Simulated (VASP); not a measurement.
MgS:

```
CELL_PARAMETERS angstrom
0.00000 2.60152 2.60152
2.60152 0.00000 2.60152
2.60152 2.60152 0.00000
ATOMIC_POSITIONS crystal
Mg 0.00000 0.00000 0.00000
S 0.50000 0.50000 0.50000
```

Program: VASP 6.6.1. Alike in all runs: task single point; potentials or basis VASP PAW PBE potentials, release 64 (Mg, S); no spin polarisation; cell as given.

Q: Order these runs on this cell by their band gap on the k mesh, lowest first.
A. level r2SCAN; k mesh 6 × 6 × 6; cutoff (eV) 660; smearing fermi-dirac 0.5 eV
B. level PBE-based screened hybrid; k mesh 4 × 4 × 4; cutoff (eV) 520; smearing gaussian 0.01 eV; grid for exact exchange (PRECFOCK) Normal; share of exact exchange 0.5; screening parameter 0.5 1/Å
C. level PBE-based screened hybrid; k mesh 4 × 4 × 4; cutoff (eV) 520; smearing gaussian 0.01 eV; grid for exact exchange (PRECFOCK) Normal; share of exact exchange 0.75; screening parameter 0.1 1/Å

A: A (3.44 eV), B (3.69 eV), C (6.96 eV).

Caveats: some runs use coarse meshes.

A k mesh can miss the band edges.
